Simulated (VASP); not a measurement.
# Pt (I4_1/amd) in VASP: relaxation of cell and atoms with PBE

Aim: the relaxation of cell and atoms of Pt with PBE.

Everything below comes from runs of VASP 6.6.1. Logs are shortened: lines on timing, memory, paths and dates and some standing lists are left out, and cuts for length are marked.

## (1) The cell of the first run

It takes space group I4_1/amd (No. 141, tetragonal). The conventional cell has a = 4.379 Å, b = 4.379 Å, c = 2.349 Å, α = 90.00°, β = 90.00°, γ = 90.00°. Within 3.0 Å of Pt (site symmetry -4m2) lie 10 Pt at 2.27 to 2.81 Å.

## (2) Relaxation of cell and atoms, PBE, target pressure 260 GPa, at which the enthalpy is minimised

Contents of INCAR:

```
PREC     = Accurate       # precision mode
ENCUT    = 600            # plane-wave cutoff, eV
EDIFF    = 1E-6           # SCF threshold, eV
ISMEAR   = -1             # smearing method
SIGMA    = 0.05           # smearing width, eV
LREAL    = F              # projectors in reciprocal space
LASPH    = T              # aspherical terms in the spheres
NELM     = 80             # most SCF steps
ALGO     = Normal         # electronic algorithm
ISIF     = 3              # what is computed and relaxed
LWAVE    = F              # write WAVECAR
LCHARG   = F              # write CHGCAR
GGA      = PE             # functional
IBRION   = 2              # ionic algorithm
NSW      = 32             # ionic steps
EDIFFG   = -0.005         # ionic threshold
PSTRESS  = 2600.0
```

Contents of KPOINTS:

```
Automatic mesh
0
Gamma
  18 18 18
```

Contents of POSCAR:

```
Pt
1.0
   -2.1896247486      2.1896247486      1.1743257626
    2.1896247486     -2.1896247486      1.1743257626
    2.1896247486      2.1896247486     -1.1743257626
Pt
2
Direct
   -0.3750000000     -0.1250000000     -0.2500000000
    0.3750000000      0.1250000000      0.2500000000
```

Potentials or basis: VASP PAW PBE potentials, release 64 (Pt).

The run is started by

```
> cat potpaw_PBE.64/Pt/POTCAR > POTCAR
> mpirun -np 1 vasp_std > vasp.out
```

OUTCAR:

```text
PREC = Accurate
   ENCUT = 600
   EDIFF = 1E-6
   ISMEAR = -1
   LREAL = F
   LASPH = T
   NELM = 80
   ISIF = 3
   GGA = PE
   IBRION = 2
   NSW = 32
   EDIFFG = -0.005
   PSTRESS = 2600.0

 ion  position               nearest neighbor table
   1  0.625  0.875  0.750-   2 2.27   2 2.27   2 2.27   2 2.27   2 2.81   2 2.81   2 2.81   2 2.81

   2  0.375  0.125  0.250-   1 2.27   1 2.27   1 2.27   1 2.27   1 2.81   1 2.81   1 2.81   1 2.81

  LATTYP: Found a body centered tetragonal cell.
 ALAT       =     4.3792494972
 C/A-ratio  =     0.5363137055

  Lattice vectors:

 A1 = (  -2.1896247486,   2.1896247486,   1.1743257626)
 A2 = (   2.1896247486,  -2.1896247486,   1.1743257626)
 A3 = (   2.1896247486,   2.1896247486,  -1.1743257626)

Analysis of symmetry for initial positions (statically):
=====================================================================
 Subroutine PRICEL returns:
 Original cell was already a primitive cell.

 Routine SETGRP: Setting up the symmetry group for a
 body centered tetragonal supercell.

 Subroutine GETGRP returns: Found 16 space group operations
 (whereof  4 operations were pure point group operations)
 out of a pool of 16 trial point group operations.

The static configuration has the point symmetry C_2h.
 The point group associated with its full space group is D_4h.

Analysis of symmetry for dynamics (positions and initial velocities):
=====================================================================
 Subroutine PRICEL returns:
 Original cell was already a primitive cell.

 Routine SETGRP: Setting up the symmetry group for a
 body centered tetragonal supercell.

 Subroutine GETGRP returns: Found 16 space group operations
 (whereof  4 operations were pure point group operations)
 out of a pool of 16 trial point group operations.

The dynamic configuration has the point symmetry C_2h.
 The point group associated with its full space group is D_4h.

 Subroutine INISYM returns: Found 16 space group operations
 (whereof  4 operations are pure point group operations),
 and found     1 'primitive' translations

----------------------------------------------------------------------------------------

                                     Primitive cell

  volume of cell :      22.5210

  direct lattice vectors                    reciprocal lattice vectors
    -2.189624749  2.189624749  1.174325763     0.000000000  0.228349629  0.425776233
     2.189624749 -2.189624749  1.174325763     0.228349629  0.000000000  0.425776233
     2.189624749  2.189624749 -1.174325763     0.228349629  0.228349629  0.000000000

  length of vectors
     3.311790162  3.311790162  3.311790162     0.483144858  0.483144858  0.322935143

  position of ions in fractional coordinates (direct lattice)
     0.625000000  0.875000000  0.750000000
     0.375000000  0.125000000  0.250000000

  ion indices of the primitive-cell ions
   primitive index   ion index
                 1           1
                 2           2

----------------------------------------------------------------------------------------

 KPOINTS: Automatic mesh

Automatic generation of k-mesh.
 Grid dimensions read from file:
 generate k-points for:   18   18   18

 Generating k-lattice:

  Cartesian coordinates                     Fractional coordinates (reciprocal lattice)
     0.000000000  0.012686091  0.023654235     0.055555556 -0.000000000  0.000000000
     0.012686091  0.000000000  0.023654235    -0.000000000  0.055555556  0.000000000
     0.012686091  0.012686091  0.000000000     0.000000000  0.000000000  0.055555556

  Length of vectors
     0.026841381  0.026841381  0.017940841

  Shift w.r.t. Gamma in fractional coordinates (k-lattice)
     0.000000000  0.000000000  0.000000000

 Subroutine IBZKPT returns following result:
 ===========================================

 Found    480 irreducible k-points:

 Following reciprocal coordinates:
            Coordinates               Weight
  0.000000  0.000000  0.000000      1.000000
  0.055556  0.000000 -0.000000      8.000000
  0.111111  0.000000 -0.000000      8.000000
  0.166667  0.000000  0.000000      8.000000
  0.222222 -0.000000  0.000000      8.000000
  0.277778  0.000000  0.000000      8.000000
[... 16 lines left out ...]
 -0.277778  0.055556 -0.000000     16.000000
 -0.222222  0.055556  0.000000     16.000000
 [... further k-points ...]
   k-points           NKPTS =    480   k-points in BZ     NKDIM =    480   number of bands    NBANDS=     14
   number of dos      NEDOS =    301   number of ions     NIONS =      2
   total plane-waves  NPLWV =  21952
   dimension x,y,z NGX =    28 NGY =   28 NGZ =   28
   dimension x,y,z NGXF=    56 NGYF=   56 NGZF=   56
   ions per type =               2
   NGX,Y,Z   is equivalent  to a cutoff of  14.06, 14.06, 14.06 a.u.
   NGXF,Y,Z  is equivalent  to a cutoff of  28.11, 28.11, 28.11 a.u.
 SYSTEM =  unknown system
   PREC   = accura    normal or accurate (medium, high low for compatibility)
   ISTART =      0    job   : 0-new  1-cont  2-samecut
   ICHARG =      2    charge: 1-file 2-atom 10-const
   ISPIN  =      1    spin polarized calculation?
   LNONCOLLINEAR =      F non collinear calculations
   LSORBIT =      F    spin-orbit coupling
   LASPH  =      T    aspherical Exc in radial PAW
   ENCUT  =  600.0 eV  44.10 Ry    6.64 a.u.   6.61  6.61  6.61*2*pi/ulx,y,z
   NELM   =     80;   NELMIN=  2; NELMDL= -5     # of ELM steps
   EDIFF  = 0.1E-05   stopping-criterion for ELM
   LREAL  =      F    real-space projection
   EDIFFG = -.5E-02   stopping-criterion for IOM
   NSW    =     32    number of steps for IOM
   IBRION =      2    ionic relax: 0-MD 1-quasi-New 2-CG
   NFREE  =      1    steps in history (QN), initial steepest desc. (CG)
   ISIF   =      3    stress and relaxation
   ISYM   =      2    0-nonsym 1-usesym 2-fastsym
   POTIM  = 0.5000    time-step for ionic-motion
   TEBEG  =    0.0;   TEEND  =   0.0 temperature during run
   PSTRESS= 2600.0 pullay stress
   NELECT =      20.0000    total number of electrons
   NUPDOWN=      -1.0000    fix difference up-down
   EMIN   =  10.00;   EMAX   =-10.00  energy-range for DOS
   EFERMI =   0.00;   METHOD = LEGACY
   ISMEAR =    -1;   SIGMA  =   0.05  broadening in eV -4-tet -1-fermi 0-gaus
   EFERMI_NEDOS =   21; number of points for ismear=-14 and -15
   IALGO  =     38    algorithm
   IMIX   =      4    mixing-type and parameters
     AMIX     =   0.40;   BMIX     =  1.00
     AMIX_MAG =   1.60;   BMIX_MAG =  1.00
  volume/ion in A,a.u.               =      11.26        75.99
  Fermi-wavevector in a.u.,A,eV,Ry     =   1.573580  2.973635 33.690123  2.476154
  Thomas-Fermi vector in A             =   2.674843
   LORBIT       =      0    0 simple, 1 ext, 2 COOP (PROOUT), +10 PAW based schemes
   GGA     = PE    functional components
   LHFCALC =     F    Hartree Fock is set to
   AEXX    =    0.0000 exact exchange contribution
   IVDW    =     0    specifies the selected vdW correction
   LEPSILON=     F    determine dielectric tensor
   LRPA    =     F    only Hartree local field effects (RPA)
 conjugate gradient relaxation of ions
 non-spin polarized calculation
  energy-cutoff  :      600.00
  volume of cell :       22.52
 maximum number of plane-waves:       781
   NGX = 13   NGY = 13   NGZ = 13

--------------------------------------- Ionic step        1  -------------------------------------------

 number of electron      19.9999997 magnetization

 Free energy of the ion-electron system (eV)
  ---------------------------------------------------
  ext. energy  EPLUGINS =         0.00000000
  ---------------------------------------------------
  free energy    TOTEN  =        -5.40090198 eV

  energy without entropy =       -5.39025218  energy(sigma->0) =       -5.39557708

------------------------ aborting loop because EDIFF is reached ----------------------------------------

  FORCE on cell =-STRESS in cart. coord.  units (eV):
  Direction    XX          YY          ZZ          XY          YZ          ZX
  --------------------------------------------------------------------------------------
  -------------------------------------------------------------------------------------
  Total       36.2431094     36.2431094     36.5596754      0.0000000      0.0000000      0.0000000
  in kB     2578.3867804   2578.3867804   2600.9077405      0.0000000      0.0000000      0.0000000
  external PRESSURE =     -14.1062329 kB  Pullay stress =    2600.0000000 kB

 VOLUME and BASIS-vectors are now :
 -----------------------------------------------------------------------------
  energy-cutoff  :      600.00
  volume of cell :       22.52
      direct lattice vectors                 reciprocal lattice vectors
    -2.189624749  2.189624749  1.174325763     0.000000000  0.228349629  0.425776233
     2.189624749 -2.189624749  1.174325763     0.228349629  0.000000000  0.425776233
     2.189624749  2.189624749 -1.174325763     0.228349629  0.228349629  0.000000000
[... 122 lines left out ...]
  FREE ENERGIE OF THE ION-ELECTRON SYSTEM (eV)
  ---------------------------------------------------
  free  energy   TOTEN  =        -5.4091991447 eV

  energy  without entropy=       -5.3981559540  energy(sigma->0) =       -5.40367755

  enthalpy is  TOTEN    =        31.1466081899 eV   P V=       36.5558073347

--------------------------------------- Ionic step        5  -------------------------------------------

 number of electron      19.9999998 magnetization

 Free energy of the ion-electron system (eV)
  ---------------------------------------------------
  ext. energy  EPLUGINS =         0.00000000
  ---------------------------------------------------
  free energy    TOTEN  =        -5.36011867 eV

  energy without entropy =       -5.34937226  energy(sigma->0) =       -5.35474546

 E-fermi :  17.9228     XC(G=0): -15.2108

 val. band max:       17.9203319192   @ k =   0.3333   0.1667  -0.0000
 cond. band min:      17.9307854256   @ k =  -0.2222   0.1111  -0.0000
 fundamental gap:      0.0104535064
 Fermi energy:        17.9228071483

 k-point     1 :       0.0000    0.0000    0.0000
  band No.  band energies     occupation
      1       4.1684      2.00000
      2       6.4271      2.00000
      3       7.9521      2.00000
      4       8.7469      2.00000
      5       9.6331      2.00000
      6      15.3381      2.00000
      7      15.3381      2.00000
      8      15.4056      2.00000
      9      15.4056      2.00000
     10      18.8134      0.00000
     11      20.8680      0.00000
     12      23.3315      0.00000
     13      23.3315      0.00000
     14      34.8739      0.00000

 k-point     2 :       0.0556    0.0000   -0.0000
  band No.  band energies     occupation
      1       4.3398      2.00000
      2       6.5152      2.00000
      3       7.9880      2.00000
      4       8.9652      2.00000
      5       9.7592      2.00000
      6      14.4165      2.00000
      7      14.4561      2.00000
      8      15.9066      2.00000
      9      15.9120      2.00000
     10      18.7550      0.00000
[... 362 lines left out ...]
 k-point    24 :      -0.2222    0.0556    0.0000
  band No.  band energies     occupation
      1       5.8246      2.00000
      2       7.3655      2.00000
      3       8.4814      2.00000
      4      10.0515      2.00000
      5      10.6031      2.00000
      6      12.3576      2.00000
      7      13.4241      2.00000
      8      14.8200      2.00000
      9      15.5142      2.00000
     10      18.0190      0.25465
     11      19.5566      0.00000
     12      25.0016      0.00000
     13      26.8628      0.00000
     14      34.6519      0.00000

 [... further k-points ...]

------------------------ aborting loop because EDIFF is reached ----------------------------------------

  FORCE on cell =-STRESS in cart. coord.  units (eV):
  Direction    XX          YY          ZZ          XY          YZ          ZX
  --------------------------------------------------------------------------------------
  -------------------------------------------------------------------------------------
  Total       36.5033730     36.5033730     36.5077454      0.0000000      0.0000000      0.0000000
  in kB     2599.8219133   2599.8219133   2600.1333265      0.0000000      0.0000000      0.0000000
  external PRESSURE =      -0.0742823 kB  Pullay stress =    2600.0000000 kB

 VOLUME and BASIS-vectors are now :
 -----------------------------------------------------------------------------
  energy-cutoff  :      600.00
  volume of cell :       22.50
      direct lattice vectors                 reciprocal lattice vectors
    -2.187810052  2.187810052  1.174953718     0.000000000  0.228539036  0.425548677
     2.187810052 -2.187810052  1.174953718     0.228539036  0.000000000  0.425548677
     2.187810052  2.187810052 -1.174953718     0.228539036  0.228539036  0.000000000

 POSITION                                       TOTAL-FORCE (eV/Angst)
 -----------------------------------------------------------------------------------
      2.18781      1.09391      0.88122        -0.000000      0.000000     -0.000000
     -0.00000      1.09391      0.29374         0.000000     -0.000000      0.000000
 -----------------------------------------------------------------------------------
    total drift:                                0.000000      0.000000     -0.000000

  FREE ENERGIE OF THE ION-ELECTRON SYSTEM (eV)
  ---------------------------------------------------
  free  energy   TOTEN  =        -5.3601186729 eV

  energy  without entropy=       -5.3493722559  energy(sigma->0) =       -5.35474546

  enthalpy is  TOTEN    =        31.1457547457 eV   P V=       36.5058734186

 reached required accuracy - stopping structural energy minimisation
```

Run time: 13 min. Hardware: 1 thread of Oxide Virtual Turin-like, shared host; peak memory 0.27 GiB.

What came out:

```yaml
Free_energy: -5.3601 eV
Relaxed_volume: 11.25 Å³/atom
Relaxed_cell: a = 3.310 Å, b = 3.310 Å, c = 3.310 Å, α = 97.24°, β = 97.24°, γ = 138.41°
Space_group_after_relaxing_to_0.1_Å: I4_1/amd (No. 141)
Energy_change_on_relaxing_the_run_minimises_the_enthalpy: +20.4 meV/atom
Ionic_steps: 5
Pressure_after_relaxing: 260.0 GPa
Band_gap_on_the_k_mesh: zero (bands 10 and 11 overlap by 3.54 eV)
```

The path:
```tsv
step	energy change (eV)	largest force (eV/Å)	pressure (GPa)	volume (Å³)
1	0.0000	0.0000	258.59	22.52
2	0.5409	0.0000	277.12	22.20
3	0.0511	0.0000	260.38	22.49
4	-0.0083	0.0000	258.27	22.53
5	0.0408	0.0000	259.99	22.50
```

Final structure:
```
Pt
1.0
    -2.18781    2.18781    1.17495
     2.18781   -2.18781    1.17495
     2.18781    2.18781   -1.17495
Pt
2
Direct
  0.62500 0.87500 0.75000
  0.37500 0.12500 0.25000
```

Caveat: the cell is relaxed towards a set pressure, so the run minimises the enthalpy, not the energy; spin-orbit coupling is left out, which moves the levels of the heavy elements.
